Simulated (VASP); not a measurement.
Wanted: the native input for a VASP 6.6.1 run.

```
Task                   : single point
Functional             : PBEsol
Potentials or basis    : VASP PAW PBE potentials, release 64 (Mg)
Cutoff                 : 600 eV
k mesh                 : 7 × 7 × 7
Occupations            : fermi-dirac, width 0.1 eV
Spin                   : no spin polarisation
Dipole correction      : no
Further INCAR settings : ALGO = Normal; EDIFF = 1e-06; NBANDS = 9
```

The structure of Mg lies in POSCAR:

```
Mg
1.0
    0.0000000000      2.8048377903      2.8048377903
    2.8048377903      0.0000000000      2.8048377903
    2.8048377903      2.8048377903      0.0000000000
Mg
2
Direct
    1.0000000000      1.0000000000      1.0000000000
    0.2500000000      0.2500000000      0.2500000000
```

This isn't the form of Mg at room conditions, which is hcp.

These files were run (other wordings do the same):

INCAR

```
  PREC = Accurate
  ENCUT = 600
  EDIFF = 1E-6
  ISMEAR = -1
  SIGMA = 0.1
  LREAL = F
  LASPH = T
  NELM = 120
  ALGO = Normal
  ISIF = 2
  LWAVE = F
  LCHARG = F
  GGA = PS
  NBANDS = 9
  GGA_COMPAT = F
```

KPOINTS

```
regular mesh
0
Gamma
  7 7 7
```

Potentials or basis: VASP PAW PBE potentials, release 64 (Mg).

The run is started by

```console
$ cat potpaw_PBE.64/Mg/POTCAR > POTCAR
$ mpirun -np 1 vasp_std > vasp.out
```

It gave:

The pressure is 20.3 GPa. The band gap on the k mesh is zero (bands 2 and 3 overlap by 6.21 eV).

Caveat: the cell stands under pressure; the PAW data sets were made with another functional, which shifts forces and pressure a little.

Run time: 3.8 s on 1 thread of Intel(R) Xeon(R) 6975P-C (Granite Rapids), on a shared host, peak memory 0.16 GiB.
